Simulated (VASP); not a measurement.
# C (Cmmm) in VASP: notebook, part 2 of 2

VASP 6.6.1. The steps go on from the part before.

### Step 4. Single point, LDA (strain +0.1500 x Voigt [1, 0, 0, 0, 0, 0])

The input, INCAR:

```
SYSTEM = C
ALGO = Normal ; EDIFF = 1E-7
ENCUT = 520 ; ISIF = 2
ISMEAR = 0 ; LASPH = .TRUE.
LCHARG = .FALSE. ; LREAL = .FALSE.
LWAVE = .FALSE. ; NBANDS = 26
NELM = 60 ; PREC = Accurate
SIGMA = 0.05
```

The input, KPOINTS:

```
k-points
0
G
  6 6 10
  0 0 0
```

The input, POSCAR:

```
C
1.0
    2.4187636763     -4.3337146136      0.0000000000
    2.4187636763      4.3337146136      0.0000000000
    0.0000000000      0.0000000000      2.4856616114
C
8
Direct
    0.6482879639      0.9815881366      0.0000000000
    0.3517120361      0.0184118634      0.0000000000
    0.0184118634      0.3517120361      0.0000000000
    0.9815881366      0.6482879639      0.0000000000
    0.4045540954      0.2260768148      0.5000000000
    0.5954459046      0.7739231852      0.5000000000
    0.7739231852      0.5954459046      0.5000000000
    0.2260768148      0.4045540954      0.5000000000
```

Potentials or basis: VASP PAW LDA potentials, release 64 (C).

On the command line:

```bash
> cat potpaw_LDA.64/C/POTCAR > POTCAR
> mpirun -np 1 vasp_std > vasp.out
```

OUTCAR:

```text
SYSTEM = C
   EDIFF = 1E-7
   ENCUT = 520
   ISIF = 2
   ISMEAR = 0
   LASPH = .TRUE.
   LREAL = .FALSE.
   NELM = 60
   PREC = Accurate

 ion  position               nearest neighbor table
   1  0.648  0.982  0.000-   6 1.55   6 1.55   2 1.58   3 1.79
   2  0.352  0.018  0.000-   5 1.55   5 1.55   1 1.58   4 1.79
   3  0.018  0.352  0.000-   8 1.55   8 1.55   4 1.58   1 1.79
   4  0.982  0.648  0.000-   7 1.55   7 1.55   3 1.58   2 1.79
   5  0.405  0.226  0.500-   2 1.55   2 1.55   8 1.55   7 1.79
   6  0.595  0.774  0.500-   1 1.55   1 1.55   7 1.55   8 1.79
   7  0.774  0.595  0.500-   4 1.55   4 1.55   6 1.55   5 1.79
   8  0.226  0.405  0.500-   3 1.55   3 1.55   5 1.55   6 1.79

  LATTYP: Found a base centered orthorhombic cell.
 ALAT       =     4.8375273526
 B/A-ratio  =     1.7917065053
 C/A-ratio  =     0.5138289523

  Lattice vectors:

 A1 = (   2.4187636763,  -4.3337146136,   0.0000000000)
 A2 = (   2.4187636763,   4.3337146136,   0.0000000000)
 A3 = (   0.0000000000,   0.0000000000,   2.4856616114)

Analysis of symmetry for initial positions (statically):
=====================================================================
[... 187 lines left out ...]
 val. band max:        7.8242211370   @ k =   0.5000   0.5000   0.0000
 cond. band min:       9.1386021498   @ k =   0.0000   0.0000   0.0000
 fundamental gap:      1.3143810128
 Fermi energy:         8.1048536385

 k-point     1 :       0.0000    0.0000    0.0000
  band No.  band energies     occupation
      1     -12.0708      2.00000
      2      -7.5871      2.00000
      3      -7.0432      2.00000
      4      -6.6784      2.00000
      5      -5.7578      2.00000
      6      -2.6967      2.00000
[... 685 lines left out ...]
     25      17.4398      0.00000
     26      17.8069      0.00000

 [... further k-points ...]
[... 5 lines left out ...]
  --------------------------------------------------------------------------------------
  -------------------------------------------------------------------------------------
  Total      -34.2214534     -2.3719106     -1.0550314      0.0000000      0.0000000      0.0000000
  in kB    -1052.1636296    -72.9261267    -32.4377129      0.0000000      0.0000000      0.0000000
  external PRESSURE =    -385.8424897 kB  Pullay stress =       0.0000000 kB

 VOLUME and BASIS-vectors are now :
 -----------------------------------------------------------------------------
  energy-cutoff  :      520.00
  volume of cell :       52.11
      direct lattice vectors                 reciprocal lattice vectors
     2.418763676 -4.333714614  0.000000000     0.206717177 -0.115374464  0.000000000
     2.418763676  4.333714614  0.000000000     0.206717177  0.115374464  0.000000000
     0.000000000  0.000000000  2.485661611     0.000000000  0.000000000  0.402307376

 POSITION                                       TOTAL-FORCE (eV/Angst)
 -----------------------------------------------------------------------------------
      3.94229      1.44443      0.00000        -1.533446     -0.464047      0.000000
      0.89524     -1.44443      0.00000         1.533446      0.464047      0.000000
      0.89524      1.44443      0.00000         1.533446     -0.464047      0.000000
      3.94229     -1.44443      0.00000        -1.533446      0.464047      0.000000
      1.52535     -0.77347      1.24283        -0.071920     -0.159242      0.000000
      3.31218      0.77347      1.24283         0.071920      0.159242     -0.000000
      3.31218     -0.77347      1.24283         0.071920     -0.159242     -0.000000
      1.52535      0.77347      1.24283        -0.071920      0.159242      0.000000
 -----------------------------------------------------------------------------------
    total drift:                                0.000000      0.000000      0.000000

  FREE ENERGIE OF THE ION-ELECTRON SYSTEM (eV)
  ---------------------------------------------------
  free  energy   TOTEN  =       -77.2078475510 eV

  energy  without entropy=      -77.2078475510  energy(sigma->0) =      -77.20784755
```

stdout:

```text
POSCAR found type information on POSCAR C
 POSCAR found :  1 types and       8 ions
 scaLAPACK will be used
 LDA part: xc-table for (Slater(with rela. corr.)+CA(PZ))
 , standard interpolation
 POSCAR, INCAR and KPOINTS ok, starting setup
 FFT: planning ... GRIDC
 FFT: planning ... GRID_SOFT
 FFT: planning ... GRID
 WAVECAR not read
 entering main loop
```

Run time: 89 s. Hardware: 1 thread of Intel Xeon 6975P-C, shared host; peak memory 0.19 GiB.

What came out:

* Free energy: -77.2078 eV
* Pressure: -38.6 GPa
* Largest force: 1.602 eV/Å
* Band gap on the k mesh: 1.31 eV, indirect (least direct gap 1.95 eV)

Forces on the atoms (eV/Å):
```
C   -1.533 -0.464  0.000
C    1.533  0.464  0.000
C    1.533 -0.464  0.000
C   -1.533  0.464  0.000
C   -0.072 -0.159  0.000
C    0.072  0.159  0.000
C    0.072 -0.159  0.000
C   -0.072  0.159  0.000
```

Caveat: the cell differs from its parent crystal (strain +0.1500 x Voigt [1, 0, 0, 0, 0, 0]); forces of over 1 eV/Å act on the atoms, so gaps and moduli don't describe the material at rest. A k mesh can miss the band edges.

### Step 5. Summary

| cell | gap on the mesh (eV) | pressure (GPa) | largest force (eV/Å) |
| --- | --- | --- | --- |
| a = 4.925, b = 4.925, c = 2.486 Å, angles 90.0, 90.0, 123.3°, 8 atoms | 2.24 | -32.5 | 0.98 |
| a = 4.944, b = 4.944, c = 2.486 Å, angles 90.0, 90.0, 122.5°, 8 atoms | 1.78 | -35.8 | 1.28 |
| a = 4.963, b = 4.963, c = 2.486 Å, angles 90.0, 90.0, 121.7°, 8 atoms | 1.31 | -38.6 | 1.60 |

Alike in all rows: task single point; level LDA; potentials or basis VASP PAW LDA potentials, release 64 (C); no spin polarisation; k mesh 6 × 6 × 10; cutoff (eV) 520; smearing gaussian 0.05 eV.

Caveats: forces of over 1 eV/Å act on the atoms, so gaps and moduli don't describe the material at rest (some runs).

Total energies depend on the potentials used, so only differences within one code and one set of settings carry meaning.
